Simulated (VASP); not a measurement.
A run of VASP 6.6.1 is set up as follows.

Contents of INCAR:

```
PREC     = Accurate       # precision mode
ENCUT    = 520            # plane-wave cutoff, eV
EDIFF    = 1E-6           # SCF threshold, eV
ISMEAR   = -1             # smearing method
SIGMA    = 0.05           # smearing width, eV
LREAL    = False          # projectors in reciprocal space
LASPH    = True           # aspherical terms in the spheres
NELM     = 100            # most SCF steps
ALGO     = Normal         # electronic algorithm
ISIF     = 2              # what is computed and relaxed
LWAVE    = False          # write WAVECAR
LCHARG   = False          # write CHGCAR
GGA      = PE             # functional
NBANDS   = 44             # bands
```

Contents of KPOINTS:

```
Automatic mesh
0
Gamma
  4 4 4
```

File POSCAR:

```
SiO2
1.0
   -2.8378980000      2.8378980000      5.6602100000
    2.8378980000     -2.8378980000      5.6602100000
    2.8378980000      2.8378980000     -5.6602100000
Si O
4 8
Direct
    0.8750000000      0.2636180000      0.8886180000
    0.0136180000      0.6250000000      0.8886180000
    0.7363820000      0.1250000000      0.1113820000
    0.3750000000      0.9863820000      0.1113820000
    0.6337270000      0.1337270000      0.5000000000
    0.4678770000      0.9678770000      0.9357540000
    0.0321230000      0.5321230000      0.0642460000
    0.1162730000      0.1162730000      0.0000000000
    0.8837270000      0.8837270000      0.0000000000
    0.8662730000      0.3662730000      0.5000000000
    0.2821230000      0.7178770000      0.0000000000
    0.7178770000      0.2821230000      0.0000000000
```

Potentials or basis: VASP PAW PBE potentials, release 64 (Si, O).

Launch:

```sh
$ cat potpaw_PBE.64/Si/POTCAR potpaw_PBE.64/O/POTCAR > POTCAR
$ mpirun -np 1 vasp_std > vasp.out
```

**Question.** What does it give for the largest force?

**Answer.** 0.010 eV/Å.

**Question.** Predict the band gap on the k mesh.

**Answer.** 4.84 eV, direct.

Forces on the atoms (eV/Å):
```
Si   0.010  0.000  0.000
Si   0.000  0.010  0.000
Si   0.000 -0.010  0.000
Si  -0.010  0.000  0.000
O    0.000  0.000  0.002
O    0.002  0.002  0.000
O   -0.002 -0.002  0.000
O    0.000  0.000 -0.002
O    0.000  0.000  0.002
O    0.000  0.000 -0.002
O    0.002 -0.002  0.000
O   -0.002  0.002  0.000
```

A hybrid or GW would open this gap; PBE tends to underestimate it.
